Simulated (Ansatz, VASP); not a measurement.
MoRu3W in VASP and in Ansatz

```
Mo Ru W
1.0
     4.59015    0.00000    0.00000
     0.00000    4.59015    0.00000
     0.00000    0.00000    4.59015
Mo Ru W
1 3 1
Direct
  0.00000 0.00000 0.00000
  0.00000 0.50000 0.50000
  0.50000 0.00000 0.50000
  0.50000 0.50000 0.00000
  0.50000 0.50000 0.50000
```

Change from the starting cell: species swapped into the Ca3GeN type (Pm-3m, No. 221).

Alike in both runs: task single point; functional PBE; k mesh 4 × 4 × 4; occupations gaussian, width 0.1 eV; collinear spin.

```csv
,VASP,Ansatz
version,VASP 6.6.1,Ansatz 0.2.0
potentials or method,"VASP PAW PBE potentials, release 64 (Mo_sv, Ru_sv, W_sv), cutoff 600 eV","scalar-relativistic, plane waves, PAW"
valence electrons in the cell,76,76
```

|  | VASP | Ansatz | Ansatz less VASP |
| --- | --- | --- | --- |
| gap on the k mesh at the Fermi level (eV) | none | none | - |
| pressure (GPa) | 1.0 | 3.7 | +2.70 |
| net moment per atom (μB) | 0.00 | 0.39 | +0.393 |
| size of the moment on the site where the two differ most (μB) | 0.01 | 2.65 | +2.647 |

The net moments are unlike, so the other rows may belong to different states. Site moments also hang on the region over which each program counts them. A gap of «none» marks a metal or a gap that the smearing closes. Ansatz's warnings: seeded moment not kept.

Spin-orbit coupling is off throughout.
